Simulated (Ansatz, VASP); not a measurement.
Two plane-wave programs on Si3N4

```xyz
14
Lattice="7.5950 0.0000 0.0000 -3.7975 6.5775 0.0000 0.0000 0.0000 2.9023" Properties=species:S:1:pos:R:3 pbc="T T T"
Si    5.1687    1.1416    0.9451
Si    1.5957    5.0470    2.3962
Si    4.0220    3.9054    0.9451
Si   -1.3712    5.4359    2.3962
Si    2.2018    1.5304    0.9451
Si   -0.2245    2.6720    2.3962
N    -1.0292    2.1689    0.9451
N     5.2021    0.1931    2.3963
N     2.4338    4.6017    0.9451
N     4.8267    4.4086    2.3963
N    -1.4046    6.3843    0.9451
N     1.3637    1.9758    2.3963
N     0.0000    4.3850   -0.5064
N     3.7975    2.1925    0.9448
```

Alike in both runs: task electric field gradients; functional r2SCAN; k mesh 4 × 4 × 10; occupations fermi-dirac, width 0.02 eV; no spin polarisation.

|  | VASP | Ansatz |
| --- | --- | --- |
| version | VASP 6.6.1 | Ansatz 0.2.0 |
| potentials or method | VASP PAW PBE potentials, release 64 (Si, N) | plane-wave PAW, scalar-relativistic |
| plane-wave cutoff (eV) | 520 | 500 |
| valence electrons in the cell | 64 | 64 |

|  | VASP | Ansatz | Ansatz less VASP |
| --- | --- | --- | --- |
| gap on the k mesh at the Fermi level (eV) | 5.01 | 5.01 | +0.001 |
| pressure (GPa) | 0.6 | 0.4 | -0.22 |
| traceless stress, the component that is largest in VASP (GPa) | -0.16 | -0.15 | +0.009 |
| rms of the force components (eV/Å) | 0.026 | 0.026 | +0.0009 |
| size of Vzz on the site where it differs most (V/Å²) | 45.8 | 51.3 | +5.50 |

VASP's potentials were made for PBE, not for r2SCAN. Atom by atom the forces differ by 0.001 eV/Å (rms over components).
